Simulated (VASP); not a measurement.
# MgO (Periclase) (Fm-3m) in VASP: notebook

The runs below take MgO (Periclase) through single point, relaxation of cell and atoms, with PBE.

Program: VASP 6.6.1. These are calculated values, not measurements. Logs are shortened: lines on timing, memory, paths and dates and some standing lists are left out, and cuts for length are marked.

### Step 1. The cell of the first run

Symmetry: Fm-3m, No. 225, cubic system. The conventional cell has a = 3.510 Å, b = 3.510 Å, c = 3.510 Å, α = 90.00°, β = 90.00°, γ = 90.00°. Within 2.3 Å of Mg (site symmetry m-3m) lie 6 O at 1.76 Å. O (site symmetry m-3m) has 6 Mg at 1.76 Å within 2.3 Å.

### Step 2. Single point, PBE

INCAR

```
SYSTEM = MgO
PREC = Accurate
ENCUT = 520
EDIFF = 1E-7
ISMEAR = 0
SIGMA = 0.1
LREAL = .False.
LASPH = .True.
NELM = 80
ALGO = Normal
ISIF = 2
LWAVE = .False.
LCHARG = .True.
GGA = PE
LELF = .True.
LVHAR = .True.
NBANDS = 11
```

KPOINTS

```
regular mesh
0
Gamma
  10 10 10
  0 0 0
```

POSCAR

```
MgO
1.0
    0.0000000000      1.7552448645      1.7552448645
    1.7552448645      0.0000000000      1.7552448645
    1.7552448645      1.7552448645      0.0000000000
Mg O
1 1
Direct
    0.0000000000      0.0000000000      0.0000000000
    0.5000000000      0.5000000000      0.5000000000
```

Potentials or basis: VASP PAW PBE potentials, release 64 (Mg, O).

On the command line:

```console
$ cat potpaw_PBE.64/Mg/POTCAR potpaw_PBE.64/O/POTCAR > POTCAR
$ mpirun -np 1 vasp_std > vasp.out
```

OUTCAR:

```text
SYSTEM = MgO
   PREC = Accurate
   ENCUT = 520
   EDIFF = 1E-7
   ISMEAR = 0
   LREAL = .False.
   LASPH = .True.
   NELM = 80
   ISIF = 2
   GGA = PE

 ion  position               nearest neighbor table
   1  0.000  0.000  0.000-   2 1.76   2 1.76   2 1.76   2 1.76   2 1.76   2 1.76
   2  0.500  0.500  0.500-   1 1.76   1 1.76   1 1.76   1 1.76   1 1.76   1 1.76

  LATTYP: Found a face centered cubic cell.
 ALAT       =     3.5104897290

  Lattice vectors:

 A1 = (   0.0000000000,   1.7552448645,   1.7552448645)
 A2 = (   1.7552448645,   0.0000000000,   1.7552448645)
 A3 = (   1.7552448645,   1.7552448645,   0.0000000000)

Analysis of symmetry for initial positions (statically):
=====================================================================
 Subroutine PRICEL returns:
 Original cell was already a primitive cell.

 Routine SETGRP: Setting up the symmetry group for a
 face centered cubic supercell.

 Subroutine GETGRP returns: Found 48 space group operations
 (whereof 48 operations were pure point group operations)
 out of a pool of 48 trial point group operations.

The static configuration has the point symmetry O_h .

Analysis of symmetry for dynamics (positions and initial velocities):
=====================================================================
 Subroutine PRICEL returns:
 Original cell was already a primitive cell.

 Routine SETGRP: Setting up the symmetry group for a
 face centered cubic supercell.

 Subroutine GETGRP returns: Found 48 space group operations
 (whereof 48 operations were pure point group operations)
 out of a pool of 48 trial point group operations.

The dynamic configuration has the point symmetry O_h .

 Subroutine INISYM returns: Found 48 space group operations
 (whereof 48 operations are pure point group operations),
 and found     1 'primitive' translations

----------------------------------------------------------------------------------------

                                     Primitive cell

  volume of cell :      10.8154

  direct lattice vectors                    reciprocal lattice vectors
     0.000000000  1.755244865  1.755244865    -0.284860540  0.284860540  0.284860540
     1.755244865  0.000000000  1.755244865     0.284860540 -0.284860540  0.284860540
     1.755244865  1.755244865  0.000000000     0.284860540  0.284860540 -0.284860540

  length of vectors
     2.482291093  2.482291093  2.482291093     0.493392928  0.493392928  0.493392928

  position of ions in fractional coordinates (direct lattice)
     0.000000000  0.000000000  0.000000000
     0.500000000  0.500000000  0.500000000

  ion indices of the primitive-cell ions
   primitive index   ion index
                 1           1
                 2           2

----------------------------------------------------------------------------------------

 KPOINTS: regular mesh

Automatic generation of k-mesh.
 Grid dimensions read from file:
 generate k-points for:   10   10   10

 Generating k-lattice:

  Cartesian coordinates                     Fractional coordinates (reciprocal lattice)
    -0.028486054  0.028486054  0.028486054     0.100000000  0.000000000  0.000000000
     0.028486054 -0.028486054  0.028486054     0.000000000  0.100000000  0.000000000
     0.028486054  0.028486054 -0.028486054     0.000000000  0.000000000  0.100000000

  Length of vectors
     0.049339293  0.049339293  0.049339293

  Shift w.r.t. Gamma in fractional coordinates (k-lattice)
     0.000000000  0.000000000  0.000000000

 Subroutine IBZKPT returns following result:
 ===========================================

 Found     47 irreducible k-points:

 Following reciprocal coordinates:
            Coordinates               Weight
  0.000000  0.000000  0.000000      1.000000
  0.100000  0.000000  0.000000      8.000000
  0.200000  0.000000  0.000000      8.000000
  0.300000  0.000000  0.000000      8.000000
  0.400000  0.000000  0.000000      8.000000
  0.500000  0.000000  0.000000      4.000000
[... 16 lines left out ...]
  0.300000  0.300000  0.000000      6.000000
  0.400000  0.300000  0.000000     24.000000
 [... further k-points ...]
   k-points           NKPTS =     47   k-points in BZ     NKDIM =     47   number of bands    NBANDS=     11
   number of dos      NEDOS =    301   number of ions     NIONS =      2
   total plane-waves  NPLWV =   5832
   dimension x,y,z NGX =    18 NGY =   18 NGZ =   18
   dimension x,y,z NGXF=    36 NGYF=   36 NGZF=   36
   ions per type =               1   1
   NGX,Y,Z   is equivalent  to a cutoff of  12.06, 12.06, 12.06 a.u.
   NGXF,Y,Z  is equivalent  to a cutoff of  24.11, 24.11, 24.11 a.u.
 SYSTEM =  MgO
   PREC   = accura    normal or accurate (medium, high low for compatibility)
   ISTART =      0    job   : 0-new  1-cont  2-samecut
   ICHARG =      2    charge: 1-file 2-atom 10-const
   ISPIN  =      1    spin polarized calculation?
   LNONCOLLINEAR =      F non collinear calculations
   LSORBIT =      F    spin-orbit coupling
   LASPH  =      T    aspherical Exc in radial PAW
   ENCUT  =  520.0 eV  38.22 Ry    6.18 a.u.   4.62  4.62  4.62*2*pi/ulx,y,z
   NELM   =     80;   NELMIN=  2; NELMDL= -5     # of ELM steps
   EDIFF  = 0.1E-06   stopping-criterion for ELM
   LREAL  =      F    real-space projection
   EDIFFG = 0.1E-05   stopping-criterion for IOM
   NSW    =      0    number of steps for IOM
   IBRION =     -1    ionic relax: 0-MD 1-quasi-New 2-CG
   NFREE  =      0    steps in history (QN), initial steepest desc. (CG)
   ISIF   =      2    stress and relaxation
   ISYM   =      2    0-nonsym 1-usesym 2-fastsym
   POTIM  = 0.5000    time-step for ionic-motion
   TEBEG  =    0.0;   TEEND  =   0.0 temperature during run
   PSTRESS=    0.0 pullay stress
   NELECT =       8.0000    total number of electrons
   NUPDOWN=      -1.0000    fix difference up-down
   EMIN   =  10.00;   EMAX   =-10.00  energy-range for DOS
   EFERMI =   0.00;   METHOD = LEGACY
   ISMEAR =     0;   SIGMA  =   0.10  broadening in eV -4-tet -1-fermi 0-gaus
   EFERMI_NEDOS =   21; number of points for ismear=-14 and -15
   IALGO  =     38    algorithm
   IMIX   =      4    mixing-type and parameters
     AMIX     =   0.40;   BMIX     =  1.00
     AMIX_MAG =   1.60;   BMIX_MAG =  1.00
  volume/ion in A,a.u.               =       5.41        36.49
  Fermi-wavevector in a.u.,A,eV,Ry     =   1.480552  2.797838 29.824453  2.192035
  Thomas-Fermi vector in A             =   2.594572
   LORBIT       =      0    0 simple, 1 ext, 2 COOP (PROOUT), +10 PAW based schemes
   GGA     = PE    functional components
   LHFCALC =     F    Hartree Fock is set to
   AEXX    =    0.0000 exact exchange contribution
   IVDW    =     0    specifies the selected vdW correction
   LEPSILON=     F    determine dielectric tensor
   LRPA    =     F    only Hartree local field effects (RPA)
 non-spin polarized calculation
 Gauss-broadening in eV      SIGMA  =   0.10
  energy-cutoff  :      520.00
  volume of cell :       10.82
 maximum number of plane-waves:       303
   NGX =  9   NGY =  9   NGZ =  9

 number of electron       7.9999991 magnetization

 Free energy of the ion-electron system (eV)
  ---------------------------------------------------
  ext. energy  EPLUGINS =         0.00000000
  ---------------------------------------------------
  free energy    TOTEN  =        -7.35596169 eV

  energy without entropy =       -7.35596169  energy(sigma->0) =       -7.35596169

 E-fermi :   9.3142     XC(G=0): -13.9733

 val. band max:        8.7720789517   @ k =   0.0000   0.0000   0.0000
 cond. band min:      17.7805841989   @ k =   0.5000   0.5000   0.0000
 fundamental gap:      9.0085052471
 Fermi energy:         9.3142321751

 k-point     1 :       0.0000    0.0000    0.0000
  band No.  band energies     occupation
      1     -12.2636      2.00000
      2       8.7721      2.00000
      3       8.7721      2.00000
      4       8.7721      2.00000
      5      20.9355      0.00000
      6      27.4286      0.00000
      7      27.4286      0.00000
      8      27.4286      0.00000
      9      33.0743      0.00000
     10      35.6763      0.00000
     11      35.6763      0.00000

 k-point     2 :       0.1000    0.0000    0.0000
  band No.  band energies     occupation
      1     -12.0261      2.00000
      2       7.9462      2.00000
      3       8.5943      2.00000
      4       8.5943      2.00000
      5      21.4639      0.00000
      6      25.9967      0.00000
      7      27.9046      0.00000
      8      27.9047      0.00000
      9      35.5833      0.00000
     10      35.5833      0.00000
     11      35.7452      0.00000

 k-point     3 :       0.2000    0.0000    0.0000
  band No.  band energies     occupation
      1     -11.3529      2.00000
      2       5.9733      2.00000
      3       8.1533      2.00000
      4       8.1533      2.00000
      5      21.9716      0.00000
      6      25.1313      0.00000
      7      29.1322      0.00000
      8      29.1322      0.00000
      9      35.5727      0.00000
     10      35.5727      0.00000
     11      40.1702      0.00000

 k-point     4 :       0.3000    0.0000    0.0000
  band No.  band energies     occupation
      1     -10.3818      2.00000
      2       3.6970      2.00000
      3       7.6495      2.00000
      4       7.6495      2.00000
      5      21.3646      0.00000
      6      26.3373      0.00000
      7      30.4901      0.00000
      8      30.4901      0.00000
      9      36.2441      0.00000
     10      36.2441      0.00000
     11      41.3535      0.00000
[... 239 lines left out ...]
 k-point    22 :      -0.2000    0.2000    0.0000
  band No.  band energies     occupation
      1     -10.1228      2.00000
      2       4.0329      2.00000
      3       6.2869      2.00000
      4       7.5603      2.00000
      5      23.5907      0.00000
      6      23.9099      0.00000
      7      30.9584      0.00000
      8      31.3120      0.00000
      9      34.4192      0.00000
     10      37.3411      0.00000
     11      44.9751      0.00000

 k-point    23 :       0.3000    0.3000    0.0000
  band No.  band energies     occupation
      1     -10.0060      2.00000
      2       3.8103      2.00000
      3       7.1465      2.00000
      4       7.1465      2.00000
      5      19.6770      0.00000
      6      25.1247      0.00000
      7      30.5335      0.00000
      8      34.0893      0.00000
      9      34.0893      0.00000
     10      39.5439      0.00000
     11      48.7661      0.00000

 k-point    24 :       0.4000    0.3000    0.0000
  band No.  band energies     occupation
      1      -9.4033      2.00000
      2       3.0188      2.00000
      3       6.4729      2.00000
      4       6.8817      2.00000
      5      19.4826      0.00000
      6      25.9491      0.00000
      7      29.4984      0.00000
      8      35.1912      0.00000
      9      35.6025      0.00000
     10      41.0739      0.00000
     11      48.5165      0.00000

 [... further k-points ...]

------------------------ aborting loop because EDIFF is reached ----------------------------------------

  FORCE on cell =-STRESS in cart. coord.  units (eV):
  Direction    XX          YY          ZZ          XY          YZ          ZX
  --------------------------------------------------------------------------------------
  -------------------------------------------------------------------------------------
  Total       19.4213419     19.4213419     19.4213419      0.0000000      0.0000000      0.0000000
  in kB     2877.0452124   2877.0452124   2877.0452124      0.0000000      0.0000000      0.0000000
  external PRESSURE =    2877.0452124 kB  Pullay stress =       0.0000000 kB

 VOLUME and BASIS-vectors are now :
 -----------------------------------------------------------------------------
  energy-cutoff  :      520.00
  volume of cell :       10.82
      direct lattice vectors                 reciprocal lattice vectors
     0.000000000  1.755244865  1.755244865    -0.284860540  0.284860540  0.284860540
     1.755244865  0.000000000  1.755244865     0.284860540 -0.284860540  0.284860540
     1.755244865  1.755244865  0.000000000     0.284860540  0.284860540 -0.284860540

 POSITION                                       TOTAL-FORCE (eV/Angst)
 -----------------------------------------------------------------------------------
      0.00000      0.00000      0.00000        -0.000000     -0.000000     -0.000000
      1.75524      1.75524      1.75524         0.000000      0.000000      0.000000
 -----------------------------------------------------------------------------------
    total drift:                               -0.000000     -0.000000     -0.000000

  FREE ENERGIE OF THE ION-ELECTRON SYSTEM (eV)
  ---------------------------------------------------
  free  energy   TOTEN  =        -7.3559616895 eV

  energy  without entropy=       -7.3559616895  energy(sigma->0) =       -7.35596169
```

Run time: 16 s. Hardware: 1 thread of AMD EPYC 7R13, shared host; peak memory 0.09 GiB.

What came out:

```yaml
Free_energy: -7.3560 eV
Pressure: 287.7 GPa
Band_gap_on_the_k_mesh: 9.01 eV, indirect (least direct gap 11.25 eV)
```

### Step 3. Relaxation of cell and atoms, PBE, target pressure 280 GPa, at which the enthalpy is minimised

INCAR

```
SYSTEM = MgO
PREC = Accurate ; ENCUT = 600
EDIFF = 1E-6 ; ISMEAR = 0
SIGMA = 0.1 ; LREAL = .False.
LASPH = .True. ; NELM = 80
ALGO = Normal ; ISIF = 3
LWAVE = .False. ; LCHARG = .False.
GGA = PE ; IBRION = 2
NSW = 80 ; EDIFFG = -0.05
PSTRESS = 2800.0
```

KPOINTS

```
Automatic mesh
0
Gamma
  10 10 10
  0 0 0
```

POSCAR is that of step 2.

Potentials or basis: VASP PAW PBE potentials, release 64 (Mg, O).

On the command line:

```console
$ cat potpaw_PBE.64/Mg/POTCAR potpaw_PBE.64/O/POTCAR > POTCAR
$ mpirun -np 1 vasp_std > vasp.out
```

Run time: 26 s. Hardware: 1 thread of AMD EPYC 7R13, shared host; peak memory 0.1 GiB.

The run converged. Its results:

- Free energy: -7.4886 eV
- Relaxed volume: 5.44 Å³/atom
- Relaxed cell: a = 2.488 Å, b = 2.488 Å, c = 2.488 Å, α = 60.00°, β = 60.00°, γ = 60.00°
- Space group after relaxing (to 0.05 Å): Fm-3m (No. 225)
- Energy change on relaxing (the enthalpy is what falls): -63.4 meV/atom
- Ionic steps: 3
- Pressure after relaxing: 279.9 GPa
- Band gap on the k mesh: 9.02 eV, indirect (least direct gap 11.25 eV)

The path:
| step | energy change (eV) | largest force (eV/Å) | pressure (GPa) | volume (Å³) |
| --- | --- | --- | --- | --- |
| 1 | 0.0000 | 0.0000 | 287.15 | 10.82 |
| 2 | -0.6407 | 0.0000 | 250.60 | 11.20 |
| 3 | -0.1267 | 0.0000 | 279.94 | 10.89 |

Final structure:
```
Mg O
1.0
     0.00000    1.75911    1.75911
     1.75911    0.00000    1.75911
     1.75911    1.75911    0.00000
Mg O
1 1
Direct
  0.00000 0.00000 0.00000
  0.50000 0.50000 0.50000
```

Levels at points of the mesh, in eV from the valence-band top:
```tsv
k point	band 2	band 3	band 4	band 5	band 6	band 7
(0.00, 0.00, 0.00)	0.00	0.00	0.00	12.05	18.63	18.63
(0.50, 0.00, 0.00)	-7.65	-1.62	-1.62	11.85	19.40	22.62
(0.50, 0.50, 0.00)	-6.69	-2.23	-2.23	9.02	17.42	20.06
```

Caveat: the cell is relaxed towards a set pressure, so the enthalpy falls and the energy may rise. PBE usually gives volumes a little too large and moduli too small.
